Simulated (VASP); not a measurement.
# Ti (P6_3/mmc) in VASP: further runs

Ti is run at these levels: LDA; tasks: single point.

Program: VASP 6.6.1. These are calculated values, not measurements. Logs are shortened: lines on timing, memory, paths and dates and some standing lists are left out, and cuts for length are marked.

## (1) The cell of the first run

It takes space group P6_3/mmc (No. 194, hexagonal). Conventional cell: a = 2.854 Å, b = 2.854 Å, c = 4.562 Å, α = 90.00°, β = 90.00°, γ = 120.00°. Within 3.7 Å of Ti (site symmetry -6m2) lie 12 Ti at 2.81 to 2.85 Å.

## (2) Single point, LDA

INCAR

```
PREC = Accurate
ENCUT = 520
EDIFF = 1E-6
ISMEAR = 0
SIGMA = 0.1
LREAL = False
LASPH = True
NELM = 80
ALGO = Normal
ISIF = 2
LWAVE = False
LCHARG = False
NBANDS = 19
```

KPOINTS

```
Automatic mesh
0
Gamma
  6 6 4
```

POSCAR

```
Ti
1.0
    2.8536065666      0.0000000000      0.0000000000
   -1.4268032833      2.4712957791      0.0000000000
    0.0000000000      0.0000000000      4.5623191347
Ti
2
Direct
    0.3333333333      0.6666666667      0.2500000000
    0.6666666667      0.3333333333      0.7500000000
```

Potentials or basis: VASP PAW LDA potentials, release 64 (Ti_sv).

Launch:

```console
cat potpaw_LDA.64/Ti_sv/POTCAR > POTCAR
mpirun -np 1 vasp_std > vasp.out
```

OUTCAR:

```text
PREC = Accurate
   ENCUT = 520
   EDIFF = 1E-6
   ISMEAR = 0
   LREAL = False
   LASPH = True
   NELM = 80
   ISIF = 2

 ion  position               nearest neighbor table
   1  0.333  0.667  0.250-   2 2.81   2 2.81   2 2.81   2 2.81   2 2.81   2 2.81
   2  0.667  0.333  0.750-   1 2.81   1 2.81   1 2.81   1 2.81   1 2.81   1 2.81

  LATTYP: Found a hexagonal cell.
 ALAT       =     2.8536065666
 C/A-ratio  =     1.5987905229

  Lattice vectors:

 A1 = (   2.8536065666,   0.0000000000,   0.0000000000)
 A2 = (  -1.4268032833,   2.4712957791,   0.0000000000)
 A3 = (   0.0000000000,   0.0000000000,   4.5623191347)

Analysis of symmetry for initial positions (statically):
=====================================================================
 Subroutine PRICEL returns:
 Original cell was already a primitive cell.

 Routine SETGRP: Setting up the symmetry group for a
 hexagonal supercell.

 Subroutine GETGRP returns: Found 24 space group operations
 (whereof 12 operations were pure point group operations)
 out of a pool of 24 trial point group operations.

The static configuration has the point symmetry D_3d.
 The point group associated with its full space group is D_6h.

Analysis of symmetry for dynamics (positions and initial velocities):
=====================================================================
 Subroutine PRICEL returns:
 Original cell was already a primitive cell.

 Routine SETGRP: Setting up the symmetry group for a
 hexagonal supercell.

 Subroutine GETGRP returns: Found 24 space group operations
 (whereof 12 operations were pure point group operations)
 out of a pool of 24 trial point group operations.

The dynamic configuration has the point symmetry D_3d.
 The point group associated with its full space group is D_6h.

 Subroutine INISYM returns: Found 24 space group operations
 (whereof 12 operations are pure point group operations),
 and found     1 'primitive' translations

----------------------------------------------------------------------------------------

                                     Primitive cell

  volume of cell :      32.1740

  direct lattice vectors                    reciprocal lattice vectors
     2.853606567  0.000000000  0.000000000     0.350433732  0.202323010  0.000000000
    -1.426803283  2.471295779  0.000000000     0.000000000  0.404646019  0.000000000
     0.000000000  0.000000000  4.562319135     0.000000000  0.000000000  0.219186771

  length of vectors
     2.853606567  2.853606567  4.562319135     0.404646019  0.404646019  0.219186771

  position of ions in fractional coordinates (direct lattice)
     0.333333333  0.666666667  0.250000000
     0.666666667  0.333333333  0.750000000

  ion indices of the primitive-cell ions
   primitive index   ion index
                 1           1
                 2           2

----------------------------------------------------------------------------------------

 KPOINTS: Automatic mesh

Automatic generation of k-mesh.
 Grid dimensions read from file:
 generate k-points for:    6    6    4

 Generating k-lattice:

  Cartesian coordinates                     Fractional coordinates (reciprocal lattice)
     0.058405622  0.033720502  0.000000000     0.166666667  0.000000000  0.000000000
     0.000000000  0.067441003  0.000000000     0.000000000  0.166666667  0.000000000
     0.000000000  0.000000000  0.054796693     0.000000000  0.000000000  0.250000000

  Length of vectors
     0.067441003  0.067441003  0.054796693

  Shift w.r.t. Gamma in fractional coordinates (k-lattice)
     0.000000000  0.000000000  0.000000000

 Subroutine IBZKPT returns following result:
 ===========================================

 Found     21 irreducible k-points:

 Following reciprocal coordinates:
            Coordinates               Weight
  0.000000  0.000000  0.000000      1.000000
  0.166667 -0.000000  0.000000      6.000000
  0.333333 -0.000000  0.000000      6.000000
  0.500000 -0.000000  0.000000      3.000000
  0.166667  0.166667  0.000000      6.000000
  0.333333  0.166667  0.000000     12.000000
[... 13 lines left out ...]
  0.333333  0.166667  0.500000     12.000000
  0.333333  0.333333  0.500000      2.000000
   k-points           NKPTS =     21   k-points in BZ     NKDIM =     21   number of bands    NBANDS=     19
   number of dos      NEDOS =    301   number of ions     NIONS =      2
   total plane-waves  NPLWV =  20736
   dimension x,y,z NGX =    24 NGY =   24 NGZ =   36
   dimension x,y,z NGXF=    48 NGYF=   48 NGZF=   72
   ions per type =               2
   NGX,Y,Z   is equivalent  to a cutoff of  13.98, 13.98, 13.12 a.u.
   NGXF,Y,Z  is equivalent  to a cutoff of  27.96, 27.96, 26.24 a.u.
 SYSTEM =  unknown system
   PREC   = accura    normal or accurate (medium, high low for compatibility)
   ISTART =      0    job   : 0-new  1-cont  2-samecut
   ICHARG =      2    charge: 1-file 2-atom 10-const
   ISPIN  =      1    spin polarized calculation?
   LNONCOLLINEAR =      F non collinear calculations
   LSORBIT =      F    spin-orbit coupling
   LASPH  =      T    aspherical Exc in radial PAW
   ENCUT  =  520.0 eV  38.22 Ry    6.18 a.u.   5.31  5.31  8.48*2*pi/ulx,y,z
   NELM   =     80;   NELMIN=  2; NELMDL= -5     # of ELM steps
   EDIFF  = 0.1E-05   stopping-criterion for ELM
   LREAL  =      F    real-space projection
   EDIFFG = 0.1E-04   stopping-criterion for IOM
   NSW    =      0    number of steps for IOM
   IBRION =     -1    ionic relax: 0-MD 1-quasi-New 2-CG
   NFREE  =      0    steps in history (QN), initial steepest desc. (CG)
   ISIF   =      2    stress and relaxation
   ISYM   =      2    0-nonsym 1-usesym 2-fastsym
   POTIM  = 0.5000    time-step for ionic-motion
   TEBEG  =    0.0;   TEEND  =   0.0 temperature during run
   PSTRESS=    0.0 pullay stress
   NELECT =      24.0000    total number of electrons
   NUPDOWN=      -1.0000    fix difference up-down
   EMIN   =  10.00;   EMAX   =-10.00  energy-range for DOS
   EFERMI =   0.00;   METHOD = LEGACY
   ISMEAR =     0;   SIGMA  =   0.10  broadening in eV -4-tet -1-fermi 0-gaus
   EFERMI_NEDOS =   21; number of points for ismear=-14 and -15
   IALGO  =     38    algorithm
   IMIX   =      4    mixing-type and parameters
     AMIX     =   0.40;   BMIX     =  1.00
     AMIX_MAG =   1.60;   BMIX_MAG =  1.00
  volume/ion in A,a.u.               =      16.09       108.56
  Fermi-wavevector in a.u.,A,eV,Ry     =   1.484717  2.805709 29.992482  2.204385
  Thomas-Fermi vector in A             =   2.598219
   LORBIT       =      0    0 simple, 1 ext, 2 COOP (PROOUT), +10 PAW based schemes
   GGA     = CA    functional components
   LHFCALC =     F    Hartree Fock is set to
   AEXX    =    0.0000 exact exchange contribution
   IVDW    =     0    specifies the selected vdW correction
   LEPSILON=     F    determine dielectric tensor
   LRPA    =     F    only Hartree local field effects (RPA)
 non-spin polarized calculation
 Gauss-broadening in eV      SIGMA  =   0.10
  energy-cutoff  :      520.00
  volume of cell :       32.17
 maximum number of plane-waves:       885
 NGX is ok and might be reduce to    24
   NGX = 11   NGY = 11   NGZ = 17

 number of electron      24.0000008 magnetization

 Free energy of the ion-electron system (eV)
  ---------------------------------------------------
  ext. energy  EPLUGINS =         0.00000000
  ---------------------------------------------------
  free energy    TOTEN  =       -17.09479562 eV

  energy without entropy =      -17.08029369  energy(sigma->0) =      -17.08754465

 E-fermi :   8.9939     XC(G=0): -12.1549

 val. band max:        8.9813506724   @ k =   0.1667  -0.0000   0.2500
 cond. band min:       9.0716052350   @ k =   0.1667   0.1667   0.5000
 fundamental gap:      0.0902545626
 Fermi energy:         8.9938758035

 k-point     1 :       0.0000    0.0000    0.0000
  band No.  band energies     occupation
      1     -47.1031      2.00000
      2     -46.9129      2.00000
      3     -24.1746      2.00000
      4     -23.3346      2.00000
      5     -23.3346      2.00000
      6     -23.2564      2.00000
[... 11 lines left out ...]
     18      10.7019      0.00000
     19      12.3675      0.00000

 k-point     2 :       0.1667   -0.0000    0.0000
  band No.  band energies     occupation
      1     -47.0655      2.00000
      2     -46.8976      2.00000
      3     -24.0971      2.00000
      4     -23.4953      2.00000
      5     -23.3855      2.00000
      6     -23.3731      2.00000
[... 11 lines left out ...]
     18      10.8044      0.00000
     19      12.5627      0.00000

 k-point     3 :       0.3333   -0.0000    0.0000
  band No.  band energies     occupation
      1     -46.9828      2.00000
      2     -46.8733      2.00000
      3     -23.9094      2.00000
      4     -23.8201      2.00000
      5     -23.6780      2.00000
      6     -23.4800      2.00000
[... 11 lines left out ...]
     18      12.0446      0.00000
     19      12.7652      0.00000

 k-point     4 :       0.5000   -0.0000    0.0000
  band No.  band energies     occupation
      1     -46.9319      2.00000
      2     -46.8703      2.00000
      3     -23.9826      2.00000
      4     -23.8226      2.00000
      5     -23.7707      2.00000
      6     -23.5250      2.00000
[... 11 lines left out ...]
     18      12.8856      0.00000
     19      13.7819      0.00000

 k-point     5 :       0.1667    0.1667    0.0000
  band No.  band energies     occupation
      1     -47.0049      2.00000
      2     -46.8781      2.00000
      3     -23.9630      2.00000
      4     -23.6651      2.00000
      5     -23.6541      2.00000
      6     -23.4360      2.00000
[... 11 lines left out ...]
     18      11.9975      0.00000
     19      12.6163      0.00000
[... 268 lines left out ...]
      2     -46.9010      2.00000
      3     -24.0547      2.00000
      4     -24.0547      2.00000
      5     -23.4666      2.00000
      6     -23.4666      2.00000
[... 11 lines left out ...]
     18      12.7836      0.00000
     19      13.1244      0.00000

 k-point    19 :       0.1667    0.1667    0.5000
  band No.  band energies     occupation
      1     -46.9418      2.00000
      2     -46.9418      2.00000
      3     -23.8553      2.00000
      4     -23.8553      2.00000
      5     -23.4713      2.00000
      6     -23.4713      2.00000
[... 11 lines left out ...]
     18      12.2750      0.00000
     19      12.5943      0.00000

 k-point    20 :       0.3333    0.1667    0.5000
  band No.  band energies     occupation
      1     -46.9011      2.00000
      2     -46.9011      2.00000
      3     -23.9847      2.00000
      4     -23.9847      2.00000
      5     -23.5668      2.00000
      6     -23.5668      2.00000
[... 11 lines left out ...]
     18      12.6131      0.00000
     19      14.0432      0.00000

 k-point    21 :       0.3333    0.3333    0.5000
  band No.  band energies     occupation
      1     -46.8875      2.00000
      2     -46.8875      2.00000
      3     -23.9358      2.00000
      4     -23.9358      2.00000
      5     -23.7104      2.00000
      6     -23.7104      2.00000
[... 11 lines left out ...]
     18      12.4083      0.00000
     19      16.4075      0.00000

------------------------ aborting loop because EDIFF is reached ----------------------------------------

  FORCE on cell =-STRESS in cart. coord.  units (eV):
  Direction    XX          YY          ZZ          XY          YZ          ZX
  --------------------------------------------------------------------------------------
  -------------------------------------------------------------------------------------
  Total       -0.0582117     -0.0582117      0.0065478     -0.0000000     -0.0000000      0.0000000
  in kB       -2.8987892     -2.8987892      0.3260637     -0.0000000     -0.0000000      0.0000000
  external PRESSURE =      -1.8238382 kB  Pullay stress =       0.0000000 kB

 VOLUME and BASIS-vectors are now :
 -----------------------------------------------------------------------------
  energy-cutoff  :      520.00
  volume of cell :       32.17
      direct lattice vectors                 reciprocal lattice vectors
     2.853606567  0.000000000  0.000000000     0.350433732  0.202323010  0.000000000
    -1.426803283  2.471295779  0.000000000     0.000000000  0.404646019  0.000000000
     0.000000000  0.000000000  4.562319135     0.000000000  0.000000000  0.219186771

 POSITION                                       TOTAL-FORCE (eV/Angst)
 -----------------------------------------------------------------------------------
     -0.00000      1.64753      1.14058         0.000000      0.000000      0.000000
      1.42680      0.82377      3.42174         0.000000      0.000000      0.000000
 -----------------------------------------------------------------------------------
    total drift:                                0.000000     -0.000000      0.000000

  FREE ENERGIE OF THE ION-ELECTRON SYSTEM (eV)
  ---------------------------------------------------
  free  energy   TOTEN  =       -17.0947956160 eV

  energy  without entropy=      -17.0802936929  energy(sigma->0) =      -17.08754465
```

Wall time 7.4 s (1 thread of AMD EPYC 9R45 (Zen 5), shared host); peak memory 0.11 GiB.

Results:

```
Free energy            : -17.0948 eV
Pressure               : -0.2 GPa
Band gap on the k mesh : zero (band 12 reaches 9.73 eV, above the bottom of band 13 at 8.79 eV)
```

Caveat: the k points lie up to 0.42 Å⁻¹ apart.

## (3) Single point, LDA

This run uses another cell than the first one, of 17.32 Å³/atom, 1.077 times its volume.

INCAR

```
PREC = Accurate ; ENCUT = 520
EDIFF = 1E-6 ; ISMEAR = 0
SIGMA = 0.1 ; LREAL = False
LASPH = True ; NELM = 80
ALGO = Normal ; ISIF = 2
LWAVE = False ; LCHARG = False
NBANDS = 19
```

KPOINTS is that of step 2.

POSCAR

```
Ti
1.0
    2.9357319200      0.0000000000      0.0000000000
   -1.4678659600      2.5424184200      0.0000000000
    0.0000000000      0.0000000000      4.6408561500
Ti
2
Direct
    0.3333333300      0.6666666700      0.2500000000
    0.6666666700      0.3333333300      0.7500000000
```

Potentials or basis: VASP PAW LDA potentials, release 64 (Ti_sv).

Launch:

```console
cat potpaw_LDA.64/Ti_sv/POTCAR > POTCAR
mpirun -np 1 vasp_std > vasp.out
```

It took 7.4 s on 1 thread of AMD EPYC 9R45 (Zen 5), shared host; peak memory 0.11 GiB.

It converged, with:

```yaml
Free_energy: -17.0256 eV
Pressure: -8.2 GPa
Band_gap_on_the_k_mesh: zero (band 12 reaches 8.87 eV, above the bottom of band 13 at 7.94 eV)
```

Stress tensor (GPa, compression positive):
```
-8.53  0.00  0.00
 0.00 -8.53  0.00
 0.00  0.00 -7.68
```

Levels at points of the mesh, in eV from the Fermi level:
```csv
k point,band 8,band 9,band 10,band 11,band 12,band 13,band 14,band 15,band 16,band 17
"(0.00, 0.00, 0.00)",-32.42,-6.20,-2.74,0.69,0.69,0.82,0.84,1.19,1.19,1.52
"(0.50, 0.00, 0.00)",-32.50,-2.39,-2.23,-1.92,-0.62,0.37,0.56,1.12,3.27,3.50
"(0.00, 0.00, 0.50)",-32.48,-4.33,-4.33,0.03,0.03,0.58,0.58,0.58,0.58,2.72
"(0.50, 0.00, 0.50)",-32.59,-2.61,-2.61,-0.88,-0.88,1.34,1.34,1.63,1.63,3.42
```

Caveat: the k points lie up to 0.41 Å⁻¹ apart.
